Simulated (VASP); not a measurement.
# ZrOs in VASP: further runs

The runs below take ZrOs through electric field gradients, with LDA.

Program: VASP 6.6.1. These are calculated values, not measurements. Logs are shortened: lines on timing, memory, paths and dates and some standing lists are left out, and cuts for length are marked.

## (1) The cell of the first run

Symmetry: P4/mmm, No. 123, tetragonal system. The conventional cell has a = 3.230 Å, b = 3.230 Å, c = 3.263 Å, α = 90.00°, β = 90.00°, γ = 90.00°. Zr (site symmetry 4/mmm) has 8 Os at 2.81 Å and 6 Zr at 3.23 to 3.26 Å within 3.7 Å. Within 3.7 Å of Os (site symmetry 4/mmm) lie 8 Zr at 2.81 Å and 6 Os at 3.23 to 3.26 Å.

## (2) Electric field gradients, LDA (equal xx and yy strain of -1 %)

The input, INCAR:

```
SYSTEM = ZrOs
PREC     = Accurate       ! precision mode
ENCUT    = 520            ! plane-wave cutoff, eV
EDIFF    = 1E-8           ! SCF threshold, eV
ISMEAR   = -1             ! smearing method
SIGMA    = 0.03           ! smearing width, eV
LREAL    = .False.        ! projectors in reciprocal space
LASPH    = .True.         ! aspherical terms in the spheres
NELM     = 100            ! most SCF steps
ALGO     = Normal         ! electronic algorithm
ISIF     = 2              ! what is computed and relaxed
LWAVE    = .False.        ! write WAVECAR
LCHARG   = .False.        ! write CHGCAR
LEFG     = .True.       
NBANDS   = 17             ! bands
```

The input, KPOINTS:

```
Automatic mesh
0
Gamma
  13 13 13
  0 0 0
```

The input, POSCAR:

```
ZrOs
1.0
    3.2303700000      0.0000000000      0.0000000000
    0.0000000000      3.2303700000      0.0000000000
    0.0000000000      0.0000000000      3.2630000000
Zr Os
1 1
Direct
    0.5000000000      0.5000000000      0.5000000000
    0.0000000000      0.0000000000      0.0000000000
```

Potentials or basis: VASP PAW LDA potentials, release 64 (Zr_sv, Os).

The run is started by

```bash
> cat potpaw_LDA.64/Zr_sv/POTCAR potpaw_LDA.64/Os/POTCAR > POTCAR
> mpirun -np 1 vasp_std > vasp.out
```

OUTCAR:

```text
SYSTEM = ZrOs
   PREC = Accurate
   ENCUT = 520
   EDIFF = 1E-8
   ISMEAR = -1
   LREAL = .False.
   LASPH = .True.
   NELM = 100
   ISIF = 2

 ion  position               nearest neighbor table
   1  0.500  0.500  0.500-   2 2.81   2 2.81   2 2.81   2 2.81   2 2.81   2 2.81   2 2.81   2 2.81

   2  0.000  0.000  0.000-   1 2.81   1 2.81   1 2.81   1 2.81   1 2.81   1 2.81   1 2.81   1 2.81

  LATTYP: Found a simple tetragonal cell.
 ALAT       =     3.2303700000
 C/A-ratio  =     1.0101010101

  Lattice vectors:

 A1 = (   3.2303700000,   0.0000000000,   0.0000000000)
 A2 = (   0.0000000000,   3.2303700000,   0.0000000000)
 A3 = (   0.0000000000,   0.0000000000,   3.2630000000)

Analysis of symmetry for initial positions (statically):
=====================================================================
 Subroutine PRICEL returns:
 Original cell was already a primitive cell.

 Routine SETGRP: Setting up the symmetry group for a
 simple tetragonal supercell.

 Subroutine GETGRP returns: Found 16 space group operations
 (whereof 16 operations were pure point group operations)
 out of a pool of 16 trial point group operations.

The static configuration has the point symmetry D_4h.

Analysis of symmetry for dynamics (positions and initial velocities):
=====================================================================
 Subroutine PRICEL returns:
 Original cell was already a primitive cell.

 Routine SETGRP: Setting up the symmetry group for a
 simple tetragonal supercell.

 Subroutine GETGRP returns: Found 16 space group operations
 (whereof 16 operations were pure point group operations)
 out of a pool of 16 trial point group operations.

The dynamic configuration has the point symmetry D_4h.

 Subroutine INISYM returns: Found 16 space group operations
 (whereof 16 operations are pure point group operations),
 and found     1 'primitive' translations

----------------------------------------------------------------------------------------

                                     Primitive cell

  volume of cell :      34.0504

  direct lattice vectors                    reciprocal lattice vectors
     3.230370000  0.000000000  0.000000000     0.309562063  0.000000000  0.000000000
     0.000000000  3.230370000  0.000000000     0.000000000  0.309562063  0.000000000
[... 115 lines left out ...]
   LRPA    =     F    only Hartree local field effects (RPA)
 non-spin polarized calculation
  energy-cutoff  :      520.00
  volume of cell :       34.05
 maximum number of plane-waves:       934
   NGX = 13   NGY = 13   NGZ = 13

 number of electron      20.0000000 magnetization

 Free energy of the ion-electron system (eV)
  ---------------------------------------------------
  ext. energy  EPLUGINS =         0.00000000
  ---------------------------------------------------
  free energy    TOTEN  =       -23.06581880 eV

  energy without entropy =      -23.06356266  energy(sigma->0) =      -23.06469073

 E-fermi :   9.9775     XC(G=0): -12.9343

 val. band max:        9.9759068540   @ k =   0.1538   0.0000   0.4615
 cond. band min:       9.9826844582   @ k =   0.3846   0.0000   0.4615
 fundamental gap:      0.0067776043
 Fermi energy:         9.9774995463

 k-point     1 :       0.0000    0.0000    0.0000
  band No.  band energies     occupation
      1     -38.4895      2.00000
      2     -16.5047      2.00000
      3     -16.4873      2.00000
      4     -16.4873      2.00000
      5       1.9458      2.00000
      6       4.6041      2.00000
[... 457 lines left out ...]
      4     -16.4457      2.00000
      5       4.4697      2.00000
      6       5.4278      2.00000
[... 9 lines left out ...]
     16      15.9885      0.00000
     17      20.7524      0.00000

 [... further k-points ...]
[... 5 lines left out ...]
  --------------------------------------------------------------------------------------
  -------------------------------------------------------------------------------------
  Total       -0.4744858     -0.4744858     -0.8595362      0.0000000      0.0000000      0.0000000
  in kB      -22.3260651    -22.3260651    -40.4439106      0.0000000      0.0000000      0.0000000
  external PRESSURE =     -28.3653469 kB  Pullay stress =       0.0000000 kB

 VOLUME and BASIS-vectors are now :
 -----------------------------------------------------------------------------
  energy-cutoff  :      520.00
  volume of cell :       34.05
      direct lattice vectors                 reciprocal lattice vectors
     3.230370000  0.000000000  0.000000000     0.309562063  0.000000000  0.000000000
     0.000000000  3.230370000  0.000000000     0.000000000  0.309562063  0.000000000
     0.000000000  0.000000000  3.263000000     0.000000000  0.000000000  0.306466442

 POSITION                                       TOTAL-FORCE (eV/Angst)
 -----------------------------------------------------------------------------------
      1.61519      1.61519      1.63150         0.000000      0.000000      0.000000
      0.00000      0.00000      0.00000         0.000000      0.000000      0.000000
 -----------------------------------------------------------------------------------
    total drift:                                0.000000     -0.000000     -0.000000

  FREE ENERGIE OF THE ION-ELECTRON SYSTEM (eV)
  ---------------------------------------------------
  free  energy   TOTEN  =       -23.0658188031 eV

  energy  without entropy=      -23.0635626551  energy(sigma->0) =      -23.06469073

 Electric field gradients (V/A^2)
---------------------------------------------------------------------
 ion       V_xx      V_yy      V_zz      V_xy      V_xz      V_yz
---------------------------------------------------------------------
   1       0.968     0.968    -1.936    -0.000    -0.000     0.000
   2      -9.619    -9.619    19.238    -0.000     0.000    -0.000
---------------------------------------------------------------------

 Electric field gradients after diagonalization (V/A^2)
 (convention: |V_zz| > |V_xx| > |V_yy|)
----------------------------------------------------------------------
 ion       V_xx      V_yy      V_zz     asymmetry (V_yy - V_xx)/ V_zz
----------------------------------------------------------------------
   1       0.968     0.968    -1.936       0.000
   2      -9.619    -9.619    19.238       0.000
----------------------------------------------------------------------

           NMR quadrupolar parameters

 Cq : quadrupolar parameter    Cq=e*Q*V_zz/h
 eta: asymmetry parameters     (V_yy - V_xx)/ V_zz
 Q  : nuclear electric quadrupole moment in mb (millibarn)
----------------------------------------------------------------------
 ion       Cq(MHz)       eta       Q (mb)
----------------------------------------------------------------------
   1      -0.005       0.000       1.000
   2       0.047       0.000       1.000
----------------------------------------------------------------------
```

OSZICAR:

```text
N       E                     dE             d eps       ncg     rms          rms(c)
DAV:   1     0.146995303355E+03    0.14700E+03   -0.10645E+04  6912   0.116E+03
DAV:   2    -0.151887300045E+02   -0.16218E+03   -0.15494E+03  7605   0.347E+02
DAV:   3    -0.237775922995E+02   -0.85889E+01   -0.84791E+01 10614   0.664E+01
DAV:   4    -0.240972047981E+02   -0.31961E+00   -0.31885E+00  8062   0.858E+00
DAV:   5    -0.241047783681E+02   -0.75736E-02   -0.75720E-02  9509   0.124E+00    0.228E+01
DAV:   6    -0.232898870304E+02    0.81489E+00   -0.11026E+00  7108   0.779E+00    0.942E+00
DAV:   7    -0.231032463902E+02    0.18664E+00   -0.66888E-01  8543   0.577E+00    0.269E+00
DAV:   8    -0.230675211643E+02    0.35725E-01   -0.16147E-01  8870   0.273E+00    0.834E-01
DAV:   9    -0.230657618016E+02    0.17594E-02   -0.12959E-02  7738   0.103E+00    0.756E-02
DAV:  10    -0.230658129841E+02   -0.51183E-04   -0.26792E-04  8842   0.135E-01    0.364E-02
DAV:  11    -0.230658186661E+02   -0.56820E-05   -0.26406E-05  9493   0.350E-02    0.939E-03
DAV:  12    -0.230658188787E+02   -0.21260E-06   -0.85841E-07  8297   0.729E-03    0.408E-03
DAV:  13    -0.230658188043E+02    0.74372E-07   -0.88793E-08  8131   0.306E-03    0.897E-04
DAV:  14    -0.230658188031E+02    0.11978E-08   -0.53067E-09  4481   0.638E-04
   1 F= -.23065819E+02 E0= -.23064691E+02  d E =-.225615E-02
```

It took 24 s on 1 thread of Intel Xeon 6975P-C (Granite Rapids), shared host; peak memory 0.22 GiB.

Results:

```yaml
Free_energy: -23.0658 eV
Pressure: -2.8 GPa
Band_gap_on_the_k_mesh: zero (band 10 reaches 10.36 eV, above the bottom of band 11 at 9.21 eV)
```

Levels at points of the mesh, in eV from the Fermi level:
```
           k point  band 6  band 7  band 8  band 9  band 10  band 11  band 12  band 13  band 14  band 15
(0.00, 0.00, 0.00)   -5.37   -5.35   -1.70   -1.70    -1.60     2.03     2.19     5.27     5.29     5.29
```

Electric field gradients, principal values (V/Å²):
| atom | least | middle | greatest (by size) |
| --- | --- | --- | --- |
| 1 Zr | 0.968 | 0.968 | -1.936 |
| 2 Os | -9.619 | -9.619 | 19.238 |

Caveat: the cell differs from its parent crystal (equal xx and yy strain of -1 %); without QUAD_EFG the Cq values of the log hold for a quadrupole moment of 1 mb, not for the nuclei; spin-orbit coupling is left out, which moves the levels of the heavy elements.

(Continued in part 2 of 3.)
